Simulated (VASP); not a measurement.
Input of a VASP 6.6.1 run:

File INCAR:

```
SYSTEM = SiC
PREC = Accurate ; ENCUT = 600
EDIFF = 1E-6 ; ISMEAR = -1
SIGMA = 0.08 ; LREAL = .FALSE.
LASPH = .TRUE. ; NELM = 120
ALGO = Normal ; ISIF = 2
LWAVE = .FALSE. ; LCHARG = .TRUE.
GGA = PE ; LELF = .TRUE.
LVHAR = .TRUE. ; NBANDS = 11
GGA_COMPAT = .FALSE.
```

Contents of KPOINTS:

```
Automatic mesh
0
G
  14 14 14
  0 0 0
```

Contents of POSCAR:

```
SiC
1.0
    2.5306007953      0.0000000000      0.0000000000
    0.0000000000      2.5306007953      0.0000000000
    0.0000000000      0.0000000000      2.5306007953
Si C
1 1
Direct
    0.0000000000      0.0000000000      0.0000000000
    0.5000000000      0.5000000000      0.5000000000
```

Potentials or basis: VASP PAW PBE potentials, release 64 (Si, C).

The run is started by

```sh
$ cat potpaw_PBE.64/Si/POTCAR potpaw_PBE.64/C/POTCAR > POTCAR
$ mpirun -np 1 vasp_std > vasp.out
```

(1) Estimate the band gap on the k mesh.

(2) What does it give for the pressure?

Results:

(1) zero (bands 4 and 5 overlap by 4.36 eV).

(2) 29.1 GPa.

Caveat: the cell stands under pressure.
